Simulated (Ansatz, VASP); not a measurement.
# KBr: VASP beside Ansatz

The input INCAR:

```
SYSTEM = KBr
ALGO = Normal
EDIFF = 1E-7
ENCUT = 520
GGA = PE
ISIF = 2
ISMEAR = 0
LASPH = .TRUE.
LCHARG = .FALSE.
LREAL = .FALSE.
LWAVE = .FALSE.
NBANDS = 15
NELM = 100
PREC = Accurate
SIGMA = 0.05
```

KPOINTS

```
k-points
0
G
  7 7 7
  0 0 0
```

The input POSCAR:

```
KBr
1.0
    0.0000000000      3.3000000000      3.3000000000
    3.3000000000      0.0000000000      3.3000000000
    3.3000000000      3.3000000000      0.0000000000
Br K
1 1
Direct
    0.5000000000      0.5000000000      0.5000000000
    0.0000000000      0.0000000000      0.0000000000
```

input.yaml

```yaml
crystal:
  lattice:
    - [0.0, 3.3, 3.3]
    - [3.3, 0.0, 3.3]
    - [3.3, 3.3, 0.0]
  atoms:
    - { symbol: Br, position: [0.5, 0.5, 0.5] }
    - { symbol: K, position: [0.0, 0.0, 0.0] }
kpoints:
  mp_grid: { grid: [7, 7, 7] }
scf:
  occupations: { method: gaussian, width: 0.05 }
hamiltonian:
  xc: pbe
  pseudopotentials: { kind: all_electron, lapw: { basis_error: 0.001 } }
output:
  forces: true
  stress: true
  eigenvalues: true
```

Alike in both runs: task single point; functional PBE; k mesh 7 × 7 × 7; occupations gaussian, width 0.05 eV; no spin polarisation.

|  | VASP | Ansatz |
| --- | --- | --- |
| version | VASP 6.6.1 | Ansatz 0.2.0 |
| potentials or method | VASP PAW PBE potentials, release 64 (Br, K_sv), cutoff 520 eV | all-electron LAPW, scalar-relativistic |

VASP gave:

| Item | Value |
| --- | --- |
| gap on the k mesh at the Fermi level (eV) | 4.43 |
| least direct gap on the mesh (eV) | 4.43 |
| pressure (GPa) | 0.8 |

Question: Which values does Ansatz return?

Answer: gap on the k mesh at the Fermi level (eV): 4.44; least direct gap on the mesh (eV): 4.44; pressure (GPa): 0.7.

Ansatz ran all-electron here, and VASP with PAW potentials.
